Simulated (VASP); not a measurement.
## CuO: single point with PBE

The system is CuO.

```
Cu O
1.0
     4.13301    0.00000    0.00000
     0.00000    4.13301    0.00000
     0.00000    0.00000    3.86155
Cu O
3 3
Direct
  0.50000 0.00000 0.50000
  0.00000 0.50000 0.50000
  0.00000 0.00000 0.00000
  0.00000 0.00000 0.50000
  0.50000 0.00000 0.00000
  0.00000 0.50000 0.00000
```

```yaml
Program: VASP 6.6.1
Task: single point
Functional: PBE
Potentials_or_basis: VASP PAW PBE potentials, release 64 (Cu, O)
Cutoff: 520 eV
k_mesh: 7 × 7 × 7
Occupations: fermi-dirac, width 0.05 eV
Spin: no spin polarisation
Dipole_correction: no
Further_INCAR_settings: ALGO = Normal; EDIFF = 1e-07; NBANDS = 34
```

| Item | Value |
| --- | --- |
| Pressure | 5.5 GPa |
| Band gap on the k mesh | zero (an odd number of electrons rules out a gap without spin polarisation) |

Stress tensor (GPa, compression positive):
```
4.84 0.00 0.00
0.00 4.84 0.00
0.00 0.00 6.92
```

Levels at points of the mesh, in eV from the Fermi level:
| k point | band 22 | band 23 | band 24 | band 25 | band 26 | band 27 | band 28 | band 29 | band 30 | band 31 |
| --- | --- | --- | --- | --- | --- | --- | --- | --- | --- | --- |
| (0.00, 0.00, 0.00) | -1.81 | -1.58 | -1.51 | -1.51 | -1.51 | -1.40 | 1.37 | 6.24 | 7.73 | 8.89 |

It took 2.4 min on 1 thread of Intel Xeon 8259CL (shared host), peak memory 0.22 GiB.

Caveat: the cell stands under pressure; an odd number of electrons without spin polarisation forces a metal; a magnetic or distorted state may lie lower; semilocal functionals often make such compounds metallic where correlation or magnetic order opens a gap, which also shifts bond lengths. With open d or f shells a metallic result of PBE can be an artefact of self-interaction; +U or a hybrid may open a gap.
